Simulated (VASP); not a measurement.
# HfC (Fm-3m) in VASP: further runs

The runs below take HfC through single point, with PBEsol.

Everything below comes from runs of VASP 6.6.1. Logs are shortened: lines on timing, memory, paths and dates and some standing lists are left out, and cuts for length are marked.

### Step 1. The cell of the first run

It takes space group Fm-3m (No. 225, cubic). Conventional cell: a = 4.501 Å, b = 4.501 Å, c = 4.501 Å, α = 90.00°, β = 90.00°, γ = 90.00°. Within 3.0 Å of Hf (site symmetry m-3m) lie 6 C at 2.25 Å. C (site symmetry m-3m) has 6 Hf at 2.25 Å within 3.0 Å.

### Step 2. Single point, PBEsol

Input file INCAR:

```
ALGO = Normal
EDIFF = 1E-6
ENCUT = 520
GGA = PS
ISIF = 2
ISMEAR = -1
LASPH = True
LCHARG = True
LELF = True
LREAL = False
LVHAR = True
LWAVE = False
NBANDS = 14
NELM = 60
PREC = Accurate
SIGMA = 0.05
```

Input file KPOINTS:

```
k-points
0
Gamma
  10 10 10
```

Input file POSCAR:

```
HfC
1.0
    0.0000000000      2.2504141831      2.2504141831
    2.2504141831      0.0000000000      2.2504141831
    2.2504141831      2.2504141831      0.0000000000
Hf C
1 1
Direct
    0.5000000000      0.5000000000      0.5000000000
    0.0000000000      0.0000000000      0.0000000000
```

Potentials or basis: VASP PAW PBE potentials, release 64 (Hf_pv, C).

Started as:

```
$ cat potpaw_PBE.64/Hf_pv/POTCAR potpaw_PBE.64/C/POTCAR > POTCAR
$ mpirun -np 1 vasp_std > vasp.out
```

OUTCAR:

```text
EDIFF = 1E-6
   ENCUT = 520
   GGA = PS
   ISIF = 2
   ISMEAR = -1
   LASPH = True
   LREAL = False
   NELM = 60
   PREC = Accurate

 ion  position               nearest neighbor table
   1  0.500  0.500  0.500-   2 2.25   2 2.25   2 2.25   2 2.25   2 2.25   2 2.25
   2  0.000  0.000  0.000-   1 2.25   1 2.25   1 2.25   1 2.25   1 2.25   1 2.25

  LATTYP: Found a face centered cubic cell.
 ALAT       =     4.5008283662

  Lattice vectors:

 A1 = (   0.0000000000,   2.2504141831,   2.2504141831)
 A2 = (   2.2504141831,   0.0000000000,   2.2504141831)
 A3 = (   2.2504141831,   2.2504141831,   0.0000000000)

Analysis of symmetry for initial positions (statically):
=====================================================================
 Subroutine PRICEL returns:
 Original cell was already a primitive cell.

 Routine SETGRP: Setting up the symmetry group for a
 face centered cubic supercell.

 Subroutine GETGRP returns: Found 48 space group operations
 (whereof 48 operations were pure point group operations)
 out of a pool of 48 trial point group operations.

The static configuration has the point symmetry O_h .

Analysis of symmetry for dynamics (positions and initial velocities):
=====================================================================
 Subroutine PRICEL returns:
 Original cell was already a primitive cell.

 Routine SETGRP: Setting up the symmetry group for a
 face centered cubic supercell.

 Subroutine GETGRP returns: Found 48 space group operations
 (whereof 48 operations were pure point group operations)
 out of a pool of 48 trial point group operations.

The dynamic configuration has the point symmetry O_h .

 Subroutine INISYM returns: Found 48 space group operations
 (whereof 48 operations are pure point group operations),
 and found     1 'primitive' translations

----------------------------------------------------------------------------------------

                                     Primitive cell

  volume of cell :      22.7938

  direct lattice vectors                    reciprocal lattice vectors
     0.000000000  2.250414183  2.250414183    -0.222181323  0.222181323  0.222181323
     2.250414183  0.000000000  2.250414183     0.222181323 -0.222181323  0.222181323
     2.250414183  2.250414183  0.000000000     0.222181323  0.222181323 -0.222181323

  length of vectors
[... 84 lines left out ...]
   EDIFFG = 0.1E-04   stopping-criterion for IOM
   NSW    =      0    number of steps for IOM
   IBRION =     -1    ionic relax: 0-MD 1-quasi-New 2-CG
   NFREE  =      0    steps in history (QN), initial steepest desc. (CG)
   ISIF   =      2    stress and relaxation
   ISYM   =      2    0-nonsym 1-usesym 2-fastsym
   POTIM  = 0.5000    time-step for ionic-motion
   TEBEG  =    0.0;   TEEND  =   0.0 temperature during run
   PSTRESS=    0.0 pullay stress
   NELECT =      14.0000    total number of electrons
   NUPDOWN=      -1.0000    fix difference up-down
   EMIN   =  10.00;   EMAX   =-10.00  energy-range for DOS
   EFERMI =   0.00;   METHOD = LEGACY
   ISMEAR =    -1;   SIGMA  =   0.05  broadening in eV -4-tet -1-fermi 0-gaus
   EFERMI_NEDOS =   21; number of points for ismear=-14 and -15
   IALGO  =     38    algorithm
   IMIX   =      4    mixing-type and parameters
     AMIX     =   0.40;   BMIX     =  1.00
     AMIX_MAG =   1.60;   BMIX_MAG =  1.00
  volume/ion in A,a.u.               =      11.40        76.91
  Fermi-wavevector in a.u.,A,eV,Ry     =   1.391591  2.629726 26.348042  1.936526
  Thomas-Fermi vector in A             =   2.515416
   LORBIT       =      0    0 simple, 1 ext, 2 COOP (PROOUT), +10 PAW based schemes
   GGA     = PS    functional components
   LHFCALC =     F    Hartree Fock is set to
   AEXX    =    0.0000 exact exchange contribution
   IVDW    =     0    specifies the selected vdW correction
   LEPSILON=     F    determine dielectric tensor
   LRPA    =     F    only Hartree local field effects (RPA)
 non-spin polarized calculation
  energy-cutoff  :      520.00
  volume of cell :       22.79
 maximum number of plane-waves:       636
   NGX = 11   NGY = 11   NGZ = 11

 number of electron      13.9999999 magnetization

 Free energy of the ion-electron system (eV)
  ---------------------------------------------------
  ext. energy  EPLUGINS =         0.00000000
  ---------------------------------------------------
  free energy    TOTEN  =       -22.09749248 eV

  energy without entropy =      -22.09498021  energy(sigma->0) =      -22.09623634

 E-fermi :   6.6009     XC(G=0): -12.9091

 val. band max:        6.5451410154   @ k =   0.1000   0.0000   0.0000
 cond. band min:       6.6230365279   @ k =   0.5000   0.5000   0.0000
 fundamental gap:      0.0778955125
 Fermi energy:         6.6008824549

 k-point     1 :       0.0000    0.0000    0.0000
  band No.  band energies     occupation
      1     -22.4447      2.00000
      2     -22.4447      2.00000
      3     -22.4447      2.00000
      4      -6.2024      2.00000
      5       7.6627      0.00000
      6       7.6627      0.00000
      7       7.6627      0.00000
      8       7.9393      0.00000
      9       7.9393      0.00000
     10       7.9393      0.00000
     11      10.2467      0.00000
     12      10.2467      0.00000
     13      14.6153      0.00000
     14      17.8118      0.00000
[... 377 lines left out ...]
      1     -23.1600      2.00000
      2     -22.7297      2.00000
      3     -22.6991      2.00000
      4      -3.9145      2.00000
      5       2.7136      2.00000
      6       4.5217      2.00000
      7       5.8701      2.00000
      8       6.7850      0.04913
      9      12.5195      0.00000
     10      13.6900      0.00000
     11      13.8234      0.00000
     12      16.0424      0.00000
     13      19.6367      0.00000
     14      20.3132      0.00000

 [... further k-points ...]
[... 5 lines left out ...]
  --------------------------------------------------------------------------------------
  -------------------------------------------------------------------------------------
  Total        2.8553527      2.8553527      2.8553527      0.0000000     -0.0000000      0.0000000
  in kB      200.7025921    200.7025921    200.7025921      0.0000000     -0.0000000      0.0000000
  external PRESSURE =     200.7025921 kB  Pullay stress =       0.0000000 kB

 VOLUME and BASIS-vectors are now :
 -----------------------------------------------------------------------------
  energy-cutoff  :      520.00
  volume of cell :       22.79
      direct lattice vectors                 reciprocal lattice vectors
     0.000000000  2.250414183  2.250414183    -0.222181323  0.222181323  0.222181323
     2.250414183  0.000000000  2.250414183     0.222181323 -0.222181323  0.222181323
     2.250414183  2.250414183  0.000000000     0.222181323  0.222181323 -0.222181323

 POSITION                                       TOTAL-FORCE (eV/Angst)
 -----------------------------------------------------------------------------------
      2.25041      2.25041      2.25041         0.000000      0.000000      0.000000
      0.00000      0.00000      0.00000        -0.000000     -0.000000     -0.000000
 -----------------------------------------------------------------------------------
    total drift:                                0.000000     -0.000000      0.000000

  FREE ENERGIE OF THE ION-ELECTRON SYSTEM (eV)
  ---------------------------------------------------
  free  energy   TOTEN  =       -22.0974924750 eV

  energy  without entropy=      -22.0949802086  energy(sigma->0) =      -22.09623634
```

stdout:

```text
POSCAR found type information on POSCAR HfC
 POSCAR found :  2 types and       2 ions
 scaLAPACK will be used
 -----------------------------------------------------------------------------
|                                                                             |
|                                                                             |
|     You enforced a specific xc type in the INCAR file but a different       |
|     I HOPE YOU KNOW WHAT YOU ARE DOING!                                     |
|                                                                             |
 -----------------------------------------------------------------------------

 LDA part: xc-table for (Slater+PW92), standard interpolation
 POSCAR, INCAR and KPOINTS ok, starting setup
 FFT: planning ... GRIDC
 FFT: planning ... GRID_SOFT
 FFT: planning ... GRID
 WAVECAR not read
 entering main loop
```

Run time: 20 s. Hardware: 1 thread of AMD EPYC 7R13 (Zen 3), shared host; peak memory 0.12 GiB.

What came out:

```
Free energy            : -22.0975 eV
Pressure               : 20.1 GPa
Band gap on the k mesh : zero (band 7 reaches 7.66 eV, above the bottom of band 8 at 6.20 eV)
```

Caveat: the PAW data sets were made with another functional, which shifts forces and pressure a little; spin-orbit coupling is left out, which moves the levels of the heavy elements.

### Step 3. Single point, PBEsol

This run uses another cell than the first one, of 12.23 Å³/atom, 1.073 times its volume.

Input file INCAR:

```
SYSTEM = HfC
PREC = Accurate
ENCUT = 520
EDIFF = 1E-6
ISMEAR = -1
SIGMA = 0.05
LREAL = .False.
LASPH = .True.
NELM = 60
ALGO = Normal
ISIF = 2
LWAVE = .False.
LCHARG = .False.
GGA = PS
NBANDS = 14
```

Input file KPOINTS:

```
regular mesh
0
Gamma
  10 10 10
  0 0 0
```

Input file POSCAR:

```
HfC
1.0
    0.0000000000      2.3037435906      2.3037435906
    2.3037435906      0.0000000000      2.3037435906
    2.3037435906      2.3037435906      0.0000000000
Hf C
1 1
Direct
    0.5000000000      0.5000000000      0.5000000000
    0.0000000000      0.0000000000      0.0000000000
```

Potentials or basis: VASP PAW PBE potentials, release 64 (Hf_pv, C).

Started as:

```
$ cat potpaw_PBE.64/Hf_pv/POTCAR potpaw_PBE.64/C/POTCAR > POTCAR
$ mpirun -np 1 vasp_std > vasp.out
```

It took 19 s on 1 thread of AMD EPYC 7R13 (Zen 3), shared host; peak memory 0.11 GiB.

It converged, with:

```
Free energy            : -22.1940 eV
Pressure               : -0.4 GPa
Band gap on the k mesh : zero (band 7 reaches 7.06 eV, above the bottom of band 8 at 5.62 eV)
```

Levels at points of the mesh, in eV from the Fermi level:
| k point | band 5 | band 6 | band 7 | band 8 | band 9 | band 10 |
| --- | --- | --- | --- | --- | --- | --- |
| (0.00, 0.00, 0.00) | 1.02 | 1.02 | 1.02 | 1.33 | 1.33 | 1.33 |
| (0.50, 0.00, 0.00) | -6.32 | -3.10 | -3.10 | 5.43 | 5.43 | 5.92 |
| (0.50, 0.50, 0.00) | -2.57 | -1.94 | -0.07 | -0.07 | 5.44 | 6.92 |

Caveat: the PAW data sets were made with another functional, which shifts forces and pressure a little; spin-orbit coupling is left out, which moves the levels of the heavy elements.

### Step 4. Single point, PBEsol

This run uses another cell than the first one, of 11.99 Å³/atom, 1.052 times its volume.

Input file INCAR:

```
PREC = Accurate
ENCUT = 520
EDIFF = 1E-6
ISMEAR = -1
SIGMA = 0.05
LREAL = False
LASPH = True
NELM = 60
ALGO = Normal
ISIF = 2
LWAVE = False
LCHARG = False
GGA = PS
NBANDS = 14
```

Input file KPOINTS:

```
Automatic mesh
0
Gamma
  10 10 10
```

Input file POSCAR:

```
HfC
1.0
    0.0000000000      2.2890023900      2.2890023900
    2.2890023900      0.0000000000      2.2890023900
    2.2890023900      2.2890023900      0.0000000000
Hf C
1 1
Direct
    0.5000000000      0.5000000000      0.5000000000
    0.0000000000      0.0000000000      0.0000000000
```

Started as:

```
$ cat potpaw_PBE.64/Hf_pv/POTCAR potpaw_PBE.64/C/POTCAR > POTCAR
$ mpirun -np 1 vasp_std > vasp.out
```

Wall time 17 s (1 thread of AMD EPYC 7R13 (Zen 3), shared host); peak memory 0.12 GiB.

The run converged. Its results:

* Free energy: -22.1877 eV
* Pressure: 4.7 GPa
* Band gap on the k mesh: zero (band 7 reaches 7.22 eV, above the bottom of band 8 at 5.78 eV)

Levels at points of the mesh, in eV from the Fermi level:
```csv
k point,band 4,band 5,band 6,band 7,band 8,band 9,band 10,band 11
"(0.00, 0.00, 0.00)",-12.54,1.03,1.03,1.03,1.34,1.34,1.34,3.49
"(0.50, 0.00, 0.00)",-8.45,-6.41,-3.17,-3.17,5.55,5.55,6.05,6.74
"(0.50, 0.50, 0.00)",-10.60,-2.55,-2.01,-0.04,-0.04,5.56,7.09,7.09
```

Caveat: the PAW data sets were made with another functional, which shifts forces and pressure a little; spin-orbit coupling is left out, which moves the levels of the heavy elements.

### Step 5. The runs side by side

| cell | gap on the mesh (eV) | pressure (GPa) |
| --- | --- | --- |
| a = 3.183 Å, angles 60.0°, 2 atoms | none | 20.1 |
| a = 3.258 Å, angles 60.0°, 2 atoms | none | -0.4 |
| a = 3.237 Å, angles 60.0°, 2 atoms | none | 4.7 |

Alike in all rows: task single point; level PBEsol; potentials or basis VASP PAW PBE potentials, release 64 (Hf_pv, C); no spin polarisation; k mesh 10 × 10 × 10; cutoff (eV) 520; smearing fermi-dirac 0.05 eV.

Caveats: the PAW data sets were made with another functional, which shifts forces and pressure a little; spin-orbit coupling is left out, which moves the levels of the heavy elements.

Total energies depend on the potentials used, so only differences within one code and one set of settings carry meaning.
